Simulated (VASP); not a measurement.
# TiC (Fm-3m) in VASP: further runs

The runs below take TiC through single point, with PBE.

Everything below comes from runs of VASP 6.6.1. Logs are shortened: lines on timing, memory, paths and dates and some standing lists are left out, and cuts for length are marked.

**1. The cell of the first run**

It takes space group Fm-3m (No. 225, cubic). Conventional cell: a = 4.319 Å, b = 4.319 Å, c = 4.319 Å, α = 90.00°, β = 90.00°, γ = 90.00°. Ti (site symmetry m-3m) has 6 C at 2.16 Å within 2.9 Å. Within 2.9 Å of C (site symmetry m-3m) lie 6 Ti at 2.16 Å.

**2. Single point, PBE**

The input, INCAR:

```
ALGO = Normal
EDIFF = 1E-6
ENCUT = 600
GGA = PE
GGA_COMPAT = False
ISIF = 2
ISMEAR = -1
LASPH = True
LCHARG = False
LREAL = False
LWAVE = False
NBANDS = 15
NELM = 120
PREC = Accurate
SIGMA = 0.1
```

The input, KPOINTS:

```
k-points
0
Gamma
  10 10 10
```

The input, POSCAR:

```
TiC
1.0
    3.0537110000      0.0000000000      0.0000000000
    1.5268555000      2.6445913018      0.0000000000
    1.5268555000      0.8815304339      2.4933445906
Ti C
1 1
Direct
    0.0000000000      0.0000000000      0.0000000000
    0.5000000000      0.5000000000      0.5000000000
```

Potentials or basis: VASP PAW PBE potentials, release 64 (Ti_sv, C).

On the command line:

```bash
> cat potpaw_PBE.64/Ti_sv/POTCAR potpaw_PBE.64/C/POTCAR > POTCAR
> mpirun -np 1 vasp_std > vasp.out
```

OUTCAR:

```text
EDIFF = 1E-6
   ENCUT = 600
   GGA = PE
   ISIF = 2
   ISMEAR = -1
   LASPH = True
   LREAL = False
   NELM = 120
   PREC = Accurate

 ion  position               nearest neighbor table
   1  0.000  0.000  0.000-   2 2.16   2 2.16   2 2.16   2 2.16   2 2.16   2 2.16
   2  0.500  0.500  0.500-   1 2.16   1 2.16   1 2.16   1 2.16   1 2.16   1 2.16

  LATTYP: Found a face centered cubic cell.
 ALAT       =     4.3185995117

  Lattice vectors:

 A1 = (   3.0537110000,   0.0000000000,   0.0000000000)
 A2 = (   1.5268555000,   2.6445913018,   0.0000000000)
 A3 = (   1.5268555000,   0.8815304339,   2.4933445906)

Analysis of symmetry for initial positions (statically):
=====================================================================
 Subroutine PRICEL returns:
 Original cell was already a primitive cell.

 Routine SETGRP: Setting up the symmetry group for a
 face centered cubic supercell.

 Subroutine GETGRP returns: Found 48 space group operations
 (whereof 48 operations were pure point group operations)
 out of a pool of 48 trial point group operations.

The static configuration has the point symmetry O_h .

Analysis of symmetry for dynamics (positions and initial velocities):
=====================================================================
 Subroutine PRICEL returns:
 Original cell was already a primitive cell.

 Routine SETGRP: Setting up the symmetry group for a
 face centered cubic supercell.

 Subroutine GETGRP returns: Found 48 space group operations
 (whereof 48 operations were pure point group operations)
 out of a pool of 48 trial point group operations.

The dynamic configuration has the point symmetry O_h .

 Subroutine INISYM returns: Found 48 space group operations
 (whereof 48 operations are pure point group operations),
 and found     1 'primitive' translations

----------------------------------------------------------------------------------------

                                     Primitive cell

  volume of cell :      20.1358

  direct lattice vectors                    reciprocal lattice vectors
     3.053711000  0.000000000  0.000000000     0.327470412 -0.189065131 -0.133689236
     1.526855500  2.644591302  0.000000000     0.000000000  0.378130261 -0.133689236
     1.526855500  0.881530434  2.493344591     0.000000000  0.000000000  0.401067708

  length of vectors
     3.053711000  3.053711000  3.053711000     0.401067708  0.401067708  0.401067708

  position of ions in fractional coordinates (direct lattice)
     0.000000000  0.000000000  0.000000000
     0.500000000  0.500000000  0.500000000

  ion indices of the primitive-cell ions
   primitive index   ion index
                 1           1
                 2           2

----------------------------------------------------------------------------------------

 KPOINTS: k-points

Automatic generation of k-mesh.
 Grid dimensions read from file:
 generate k-points for:   10   10   10

 Generating k-lattice:

  Cartesian coordinates                     Fractional coordinates (reciprocal lattice)
     0.032747041 -0.018906513 -0.013368924     0.100000000 -0.000000000 -0.000000000
     0.000000000  0.037813026 -0.013368924     0.000000000  0.100000000  0.000000000
     0.000000000  0.000000000  0.040106771     0.000000000  0.000000000  0.100000000

  Length of vectors
     0.040106771  0.040106771  0.040106771

  Shift w.r.t. Gamma in fractional coordinates (k-lattice)
     0.000000000  0.000000000  0.000000000

 Subroutine IBZKPT returns following result:
 ===========================================

 Found     47 irreducible k-points:

 Following reciprocal coordinates:
            Coordinates               Weight
  0.000000  0.000000  0.000000      1.000000
  0.100000  0.000000 -0.000000      8.000000
  0.200000  0.000000 -0.000000      8.000000
  0.300000  0.000000  0.000000      8.000000
  0.400000  0.000000  0.000000      8.000000
  0.500000 -0.000000 -0.000000      4.000000
[... 16 lines left out ...]
  0.300000  0.300000 -0.000000      6.000000
  0.400000  0.300000  0.000000     24.000000
 [... further k-points ...]
   k-points           NKPTS =     47   k-points in BZ     NKDIM =     47   number of bands    NBANDS=     15
   number of dos      NEDOS =    301   number of ions     NIONS =      2
   total plane-waves  NPLWV =  13824
   dimension x,y,z NGX =    24 NGY =   24 NGZ =   24
   dimension x,y,z NGXF=    48 NGYF=   48 NGZF=   48
   ions per type =               1   1
   NGX,Y,Z   is equivalent  to a cutoff of  13.07, 13.07, 13.07 a.u.
   NGXF,Y,Z  is equivalent  to a cutoff of  26.13, 26.13, 26.13 a.u.
 SYSTEM =  unknown system
   PREC   = accura    normal or accurate (medium, high low for compatibility)
   ISTART =      0    job   : 0-new  1-cont  2-samecut
   ICHARG =      2    charge: 1-file 2-atom 10-const
   ISPIN  =      1    spin polarized calculation?
   LNONCOLLINEAR =      F non collinear calculations
   LSORBIT =      F    spin-orbit coupling
   LASPH  =      T    aspherical Exc in radial PAW
   ENCUT  =  600.0 eV  44.10 Ry    6.64 a.u.   6.10  6.10  6.10*2*pi/ulx,y,z
   NELM   =    120;   NELMIN=  2; NELMDL= -5     # of ELM steps
   EDIFF  = 0.1E-05   stopping-criterion for ELM
   LREAL  =      F    real-space projection
   EDIFFG = 0.1E-04   stopping-criterion for IOM
   NSW    =      0    number of steps for IOM
   IBRION =     -1    ionic relax: 0-MD 1-quasi-New 2-CG
   NFREE  =      0    steps in history (QN), initial steepest desc. (CG)
   ISIF   =      2    stress and relaxation
   ISYM   =      2    0-nonsym 1-usesym 2-fastsym
   POTIM  = 0.5000    time-step for ionic-motion
   TEBEG  =    0.0;   TEEND  =   0.0 temperature during run
   PSTRESS=    0.0 pullay stress
   NELECT =      16.0000    total number of electrons
   NUPDOWN=      -1.0000    fix difference up-down
   EMIN   =  10.00;   EMAX   =-10.00  energy-range for DOS
   EFERMI =   0.00;   METHOD = LEGACY
   ISMEAR =    -1;   SIGMA  =   0.10  broadening in eV -4-tet -1-fermi 0-gaus
   EFERMI_NEDOS =   21; number of points for ismear=-14 and -15
   IALGO  =     38    algorithm
   IMIX   =      4    mixing-type and parameters
     AMIX     =   0.40;   BMIX     =  1.00
     AMIX_MAG =   1.60;   BMIX_MAG =  1.00
  volume/ion in A,a.u.               =      10.07        67.94
  Fermi-wavevector in a.u.,A,eV,Ry     =   1.516324  2.865436 31.283022  2.299237
  Thomas-Fermi vector in A             =   2.625729
   LORBIT       =      0    0 simple, 1 ext, 2 COOP (PROOUT), +10 PAW based schemes
   GGA     = PE    functional components
   LHFCALC =     F    Hartree Fock is set to
   AEXX    =    0.0000 exact exchange contribution
   IVDW    =     0    specifies the selected vdW correction
   LEPSILON=     F    determine dielectric tensor
   LRPA    =     F    only Hartree local field effects (RPA)
 non-spin polarized calculation
  energy-cutoff  :      600.00
  volume of cell :       20.14
 maximum number of plane-waves:       692
   NGX = 13   NGY = 13   NGZ = 13

 number of electron      16.0000002 magnetization

 Free energy of the ion-electron system (eV)
  ---------------------------------------------------
  ext. energy  EPLUGINS =         0.00000000
  ---------------------------------------------------
  free energy    TOTEN  =       -18.71198980 eV

  energy without entropy =      -18.70160853  energy(sigma->0) =      -18.70679916

 E-fermi :   9.5362     XC(G=0): -12.7440

 val. band max:        9.4881386745   @ k =   0.5000   0.5000   0.0000
 cond. band min:       9.5538045090   @ k =   0.1000   0.0000  -0.0000
 fundamental gap:      0.0656658345
 Fermi energy:         9.5362296667

 k-point     1 :       0.0000    0.0000    0.0000
  band No.  band energies     occupation
      1     -47.0462      2.00000
      2     -23.0661      2.00000
      3     -23.0661      2.00000
      4     -23.0661      2.00000
      5      -2.9213      2.00000
      6      10.2138      0.00228
      7      10.2138      0.00228
      8      10.2138      0.00228
      9      11.2051      0.00000
     10      11.2051      0.00000
     11      11.2051      0.00000
     12      11.2489      0.00000
     13      11.2489      0.00000
     14      20.1308      0.00000
     15      23.5853      0.00000

 k-point     2 :       0.1000    0.0000   -0.0000
  band No.  band energies     occupation
      1     -47.0390      2.00000
      2     -23.1168      2.00000
      3     -23.0708      2.00000
      4     -23.0708      2.00000
      5      -2.6944      2.00000
      6       9.2617      1.87932
      7       9.5538      0.91235
      8       9.5538      0.91235
      9      10.5608      0.00007
     10      10.5608      0.00007
     11      11.6554      0.00000
     12      12.8835      0.00000
     13      12.8835      0.00000
     14      20.5097      0.00000
     15      23.6555      0.00000

 k-point     3 :       0.2000    0.0000   -0.0000
  band No.  band energies     occupation
      1     -47.0201      2.00000
      2     -23.2477      2.00000
      3     -23.0832      2.00000
      4     -23.0832      2.00000
      5      -2.0492      2.00000
      6       7.6327      2.00000
      7       8.3205      1.99999
      8       8.3205      1.99999
      9      10.9916      0.00000
     10      10.9916      0.00000
     11      12.1329      0.00000
     12      14.5981      0.00000
     13      14.5981      0.00000
     14      20.9765      0.00000
     15      23.6836      0.00000

 k-point     4 :       0.3000    0.0000    0.0000
  band No.  band energies     occupation
      1     -46.9967      2.00000
      2     -23.4059      2.00000
      3     -23.0984      2.00000
      4     -23.0984      2.00000
      5      -1.0901      2.00000
      6       5.9162      2.00000
      7       7.3764      2.00000
      8       7.3764      2.00000
      9      11.6284      0.00000
     10      11.6284      0.00000
     11      12.6481      0.00000
     12      16.1547      0.00000
     13      16.1547      0.00000
     14      20.0481      0.00000
     15      24.5742      0.00000
[... 307 lines left out ...]
 k-point    22 :      -0.2000    0.2000   -0.0000
  band No.  band energies     occupation
      1     -46.9886      2.00000
      2     -23.3767      2.00000
      3     -23.1985      2.00000
      4     -23.0927      2.00000
      5      -0.8972      2.00000
      6       5.8663      2.00000
      7       7.1630      2.00000
      8       7.3306      2.00000
      9      11.2352      0.00000
     10      12.4025      0.00000
     11      13.2617      0.00000
     12      14.0886      0.00000
     13      17.1850      0.00000
     14      21.2752      0.00000
     15      22.9500      0.00000

 k-point    23 :       0.3000    0.3000   -0.0000
  band No.  band energies     occupation
      1     -46.9803      2.00000
      2     -23.3700      2.00000
      3     -23.1795      2.00000
      4     -23.1795      2.00000
      5      -1.0594      2.00000
      6       5.6915      2.00000
      7       8.5663      1.99988
      8       9.1236      1.96823
      9       9.1236      1.96823
     10      11.8885      0.00000
     11      13.4528      0.00000
     12      13.4528      0.00000
     13      15.9494      0.00000
     14      22.9591      0.00000
     15      24.2717      0.00000

 k-point    24 :       0.4000    0.3000    0.0000
  band No.  band energies     occupation
      1     -46.9652      2.00000
      2     -23.4350      2.00000
      3     -23.2131      2.00000
      4     -23.1977      2.00000
      5      -0.6871      2.00000
      6       5.5661      2.00000
      7       7.7083      2.00000
      8       8.7597      1.99915
      9       9.7358      0.23938
     10      12.4082      0.00000
     11      13.3967      0.00000
     12      13.6387      0.00000
     13      16.0950      0.00000
     14      22.6064      0.00000
     15      23.9110      0.00000

 [... further k-points ...]
[... 5 lines left out ...]
  --------------------------------------------------------------------------------------
  -------------------------------------------------------------------------------------
  Total        0.3380441      0.3380441      0.3380441     -0.0000000     -0.0000000     -0.0000000
  in kB       26.8976959     26.8976959     26.8976959     -0.0000000     -0.0000000     -0.0000000
  external PRESSURE =      26.8976959 kB  Pullay stress =       0.0000000 kB

 VOLUME and BASIS-vectors are now :
 -----------------------------------------------------------------------------
  energy-cutoff  :      600.00
  volume of cell :       20.14
      direct lattice vectors                 reciprocal lattice vectors
     3.053711000  0.000000000  0.000000000     0.327470412 -0.189065131 -0.133689236
     1.526855500  2.644591302  0.000000000     0.000000000  0.378130261 -0.133689236
     1.526855500  0.881530434  2.493344591     0.000000000  0.000000000  0.401067708

 POSITION                                       TOTAL-FORCE (eV/Angst)
 -----------------------------------------------------------------------------------
      0.00000      0.00000      0.00000        -0.000000     -0.000000      0.000000
      3.05371      1.76306      1.24667         0.000000      0.000000      0.000000
 -----------------------------------------------------------------------------------
    total drift:                               -0.000000      0.000000      0.000000

  FREE ENERGIE OF THE ION-ELECTRON SYSTEM (eV)
  ---------------------------------------------------
  free  energy   TOTEN  =       -18.7119898010 eV

  energy  without entropy=      -18.7016085263  energy(sigma->0) =      -18.70679916
```

Run time: 6.9 s. Hardware: 1 thread of Intel Xeon Platinum 8559C (Emerald Rapids), shared host; peak memory 0.14 GiB.

What came out:

```
Free energy            : -18.7120 eV
Pressure               : 2.7 GPa
Band gap on the k mesh : zero (band 8 reaches 10.21 eV, above the bottom of band 9 at 9.12 eV)
```

(Continued in part 2 of 2.)
